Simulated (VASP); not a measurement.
Set up this calculation in VASP 6.6.1, as the native input.

- Task: single point
- Functional: PBE
- Potentials or basis: VASP PAW PBE potentials, release 64 (Ru_pv, W_sv)
- Cutoff: 520 eV
- k mesh: 4 × 4 × 4
- Occupations: gaussian, width 0.1 eV
- Spin: no spin polarisation
- Dipole correction: no
- Further INCAR settings: ALGO = Normal; EDIFF = 1e-06; NBANDS = 36

The structure of RuW3 lies in POSCAR:

```
RuW3
1.0
    3.9742794211      0.0000000000      0.0000000000
    0.0000000000      3.9742794211      0.0000000000
    0.0000000000      0.0000000000      3.9742794211
Ru W
1 3
Direct
    0.0000000000      0.0000000000      0.0000000000
    0.0000000000      0.5000000000      0.5000000000
    0.5000000000      0.0000000000      0.5000000000
    0.5000000000      0.5000000000      0.0000000000
```

One way to write it, as run:

INCAR

```
SYSTEM = RuW3
PREC     = Accurate       ! precision mode
ENCUT    = 520            ! plane-wave cutoff, eV
EDIFF    = 1E-6           ! SCF threshold, eV
ISMEAR   = 0              ! smearing method
SIGMA    = 0.1            ! smearing width, eV
LREAL    = .False.        ! projectors in reciprocal space
LASPH    = .True.         ! aspherical terms in the spheres
NELM     = 100            ! most SCF steps
ALGO     = Normal         ! electronic algorithm
ISIF     = 2              ! what is computed and relaxed
LWAVE    = .False.        ! write WAVECAR
LCHARG   = .False.        ! write CHGCAR
GGA      = PE             ! functional
NBANDS   = 36             ! bands
```

KPOINTS

```
Automatic mesh
0
Gamma
  4 4 4
  0 0 0
```

Potentials or basis: VASP PAW PBE potentials, release 64 (Ru_pv, W_sv).

Run with:

```console
$ cat potpaw_PBE.64/Ru_pv/POTCAR potpaw_PBE.64/W_sv/POTCAR > POTCAR
$ mpirun -np 1 vasp_std > vasp.out
```

Results of the run:

The pressure is 0.4 GPa. The band gap on the k mesh is zero (band 28 reaches 14.19 eV, above the bottom of band 29 at 10.57 eV).

Caveat: the k points lie up to 0.40 Å⁻¹ apart; spin-orbit coupling is left out, which moves the levels of the heavy elements.

Wall time 13 s on 1 thread of Intel(R) Xeon(R) 6975P-C (Granite Rapids), with other jobs on the host, peak memory 0.17 GiB.
